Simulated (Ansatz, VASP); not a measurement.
**MgB4C: VASP beside Ansatz**

```xyz
6
Lattice="2.8624 -4.3268 0.0000 2.8624 4.3268 0.0000 0.0000 0.0000 3.6219" Properties=species:S:1:pos:R:3 pbc="T T T"
Mg    0.0000    0.0000    1.8110
B     2.8624   -2.5040    2.8001
B     2.8624    2.5040    2.8001
B     2.8624   -2.5040    0.8219
B     2.8624    2.5040    0.8219
C     0.0000    0.0000    0.0000
```

Alike in both runs: functional PBE; k mesh 4 × 4 × 6; occupations gaussian, width 0.1 eV; no spin polarisation.

Ansatz relaxed the structure, and its values are those at the end. VASP's run is a single point on that final structure, the one shown.

|  | VASP | Ansatz |
| --- | --- | --- |
| version | VASP 6.6.1 | Ansatz 0.2.0 |
| potentials or method | VASP PAW PBE potentials, release 64 (Mg_sv, B, C), cutoff 840 eV | scalar-relativistic, plane waves, PAW |
| valence electrons in the cell | 26 | 26 |

Ansatz gave:

```
gap on the k mesh at the Fermi level (eV) : none
pressure (GPa)                            : 0.1
rms of the force components (eV/Å)        : 0.002
```

**Question.** Which values does VASP return?

**Answer.** gap on the k mesh at the Fermi level (eV): none; pressure (GPa): 0.1; rms of the force components (eV/Å): 0.005.

A gap of «none» marks a metal or a gap that the smearing closes. The functional is the same, so the differences come from potentials, cutoffs and numerics.
